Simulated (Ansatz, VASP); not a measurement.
# GaN: VASP beside Ansatz

```xyz
2
Lattice="0.0000 2.1085 2.1085 2.1085 0.0000 2.1085 2.1085 2.1085 0.0000" Properties=species:S:1:pos:R:3 pbc="T T T"
Ga    2.1085    2.1085    2.1085
N     0.0000    0.0000    0.0000
```

Alike in both runs: task single point; functional PBE-based screened hybrid with a share of 1.0 of exact exchange and HFSCREEN = 0.1; k mesh 6 × 6 × 6; no spin polarisation.

|  | VASP | Ansatz |
| --- | --- | --- |
| version | VASP 6.6.1 | Ansatz 0.2.0 |
| potentials or method | VASP PAW PBE potentials, release 64 (Ga_d, N) | plane waves |
| plane-wave cutoff (eV) | 520 | 420 |
| occupations | gaussian, width 0.01 eV | fixed |
| valence electrons in the cell | 18 | 18 |

|  | VASP | Ansatz | Ansatz less VASP |
| --- | --- | --- | --- |
| gap on the k mesh at the Fermi level (eV) | 8.08 | 8.02 | -0.067 |
| pressure (GPa) | -25.1 | -26.0 | -0.96 |

VASP's potentials were made for PBE, not for PBE-based screened hybrid. Ansatz's warnings: stress exchange threshold loose, stress scf threshold loose.

The k mesh is coarse, so the values compare programs but aren't converged.
